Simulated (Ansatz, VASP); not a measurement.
Sn in VASP and in Ansatz

The input INCAR:

```
SYSTEM = Sn
ALGO = Normal ; EDIFF = 1E-6
ENCUT = 520 ; GGA = CA
ISIF = 2 ; ISMEAR = -1
LASPH = .TRUE. ; LCHARG = .FALSE.
LREAL = .FALSE. ; LWAVE = .FALSE.
NBANDS = 21 ; NELM = 80
PREC = Accurate ; SIGMA = 0.1
```

The input KPOINTS:

```
k-points
0
G
  12 12 12
  0 0 0
```

POSCAR

```
Sn
1.0
    0.0000000000      3.2380799619      3.2380799619
    3.2380799619      0.0000000000      3.2380799619
    3.2380799619      3.2380799619      0.0000000000
Sn
2
Direct
    0.5000000000      0.5000000000      0.5000000000
    0.7500000000      0.7500000000      0.7500000000
```

Input for Ansatz:

```yaml
crystal:
  lattice:
    - [0.0, 3.2380799619, 3.2380799619]
    - [3.2380799619, 0.0, 3.2380799619]
    - [3.2380799619, 3.2380799619, 0.0]
  atoms:
    - { symbol: Sn, position: [0.5, 0.5, 0.5] }
    - { symbol: Sn, position: [0.75, 0.75, 0.75] }
hamiltonian:
  xc: lda
  pseudopotentials:
    kind: paw
    azcp:
      Sn: "pseudopotentials/Sn.paw.azcp"
basis:
  ecutwfc: 420
  fft_grid_basis: typed
kpoints:
  mp_grid: { grid: [12, 12, 12], shift: [0, 0, 0] }
magnetization:
  spin_polarized: false
scf:
  occupations: { method: fermi_dirac, width: 0.1 }
  lower_state_search: "off"
output:
  stress: true
```

Alike in both runs: task single point; functional LDA; k mesh 12 × 12 × 12; occupations fermi-dirac, width 0.1 eV; no spin polarisation.

|  | VASP | Ansatz |
| --- | --- | --- |
| version | VASP 6.6.1 | Ansatz 0.2.0 |
| potentials or method | VASP PAW LDA potentials, release 64 (Sn_d), cutoff 520 eV | plane waves (420 eV) with PAW, scalar-relativistic |
| valence electrons in the cell | 28 | 28 |

```csv
,VASP,Ansatz,Ansatz less VASP
pressure (GPa),0.0,0.0,-0.01
```

Ansatz warns that its potentials were made for another functional, while VASP's fit it. LDA's correlation is that of Perdew and Zunger in VASP and of Perdew and Wang (1992) in Ansatz.
